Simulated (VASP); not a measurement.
Input of a VASP 6.6.1 run:

Contents of INCAR:

```
PREC     = Accurate       # precision mode
ENCUT    = 520            # plane-wave cutoff, eV
EDIFF    = 1E-7           # SCF threshold, eV
ISMEAR   = -1             # smearing method
SIGMA    = 0.05           # smearing width, eV
LREAL    = False          # projectors in reciprocal space
LASPH    = True           # aspherical terms in the spheres
NELM     = 100            # most SCF steps
ALGO     = Normal         # electronic algorithm
ISIF     = 2              # what is computed and relaxed
LWAVE    = False          # write WAVECAR
LCHARG   = False          # write CHGCAR
GGA      = PE             # functional
NBANDS   = 24             # bands
```

KPOINTS

```
regular mesh
0
Gamma
  12 12 12
```

File POSCAR:

```
Ag
1.0
    1.4730471633      0.8504641762      7.2046500000
   -1.4730471633      0.8504641762      7.2046500000
    0.0000000000     -1.7009283525      7.2046500000
Ag
3
Direct
   -0.0466790100     -0.0466790100      0.1633209900
    0.8243980100      0.8243980100      0.6143980100
    0.2222810000      0.2222810000      0.2222810000
```

Potentials or basis: VASP PAW PBE potentials, release 64 (Ag).

Run with:

```sh
$ cat potpaw_PBE.64/Ag/POTCAR > POTCAR
$ mpirun -np 1 vasp_std > vasp.out
```

(1) What does it give for the largest force?

(2) Estimate the pressure.

Results:

(1) 37.373 eV/Å.

(2) 68.7 GPa.

Caveat: the cell differs from its parent crystal (shortest bond scaled by 0.58); forces of over 1 eV/Å act on the atoms, so gaps and moduli don't describe the material at rest.
